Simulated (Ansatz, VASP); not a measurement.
**One calculation of Rb, two programs**

```xyz
2
Lattice="2.1029 -4.3297 0.0000 2.1029 4.3297 0.0000 0.0000 0.0000 8.0429" Properties=species:S:1:pos:R:3 pbc="T T T"
Rb    2.1029   -2.9096    6.0321
Rb    2.1029    2.9096    2.0107
```

Change from the starting cell: normal strain along x -0.1500, normal strain along z +0.0000.

Alike in both runs: task single point; functional PBE; dispersion D3(BJ); k mesh 10 × 10 × 6; occupations gaussian, width 0.15 eV; no spin polarisation.

|  | VASP | Ansatz |
| --- | --- | --- |
| version | VASP 6.6.1 | Ansatz 0.2.0 |
| potentials or method | VASP PAW PBE potentials, release 64 (Rb_sv), cutoff 520 eV | scalar-relativistic, plane waves, PAW |
| valence electrons in the cell | 18 | 18 |

VASP gave:

```
gap on the k mesh at the Fermi level (eV)                     : none
pressure (GPa)                                                : 0.7
traceless stress, the component that is largest in VASP (GPa) : 0.66
rms of the force components (eV/Å)                            : 0.022
```

What did Ansatz give for the same quantities?

gap on the k mesh at the Fermi level (eV): none; pressure (GPa): 0.7; traceless stress, the component that is largest in VASP (GPa): 0.65; rms of the force components (eV/Å): 0.022.

Atom by atom the forces differ by 0.000 eV/Å (rms over components). A gap of «none» marks a metal or a gap that the smearing closes.
